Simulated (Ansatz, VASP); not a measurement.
**SiC: VASP beside Ansatz**

```xyz
2
Lattice="2.1645 2.1645 0.0000 -2.1645 2.1645 0.0000 0.0000 2.1645 2.1645" Properties=species:S:1:pos:R:3 pbc="T T T"
Si    0.0000    0.0000    0.0000
C     1.0822    3.2467    1.0822
```

Alike in both runs: functional LDA; k mesh 14 × 14 × 14; occupations fermi-dirac, width 0.08 eV; no spin polarisation.

Ansatz relaxed the structure, and its values are those at the end. VASP's run is a single point on that final structure, the one shown.

|  | VASP | Ansatz |
| --- | --- | --- |
| version | VASP 6.6.1 | Ansatz 0.2.0 |
| potentials or method | VASP PAW LDA potentials, release 64 (Si, C) | PAW with Ansatz's default frozen-core files, scalar-relativistic |
| plane-wave cutoff (eV) | 520 | 420 |
| valence electrons in the cell | 8 | 8 |

```csv
,VASP,Ansatz,Ansatz less VASP
pressure (GPa),0.4,0.0,-0.42
```

LDA's correlation is that of Perdew and Zunger in VASP and of Perdew and Wang (1992) in Ansatz.
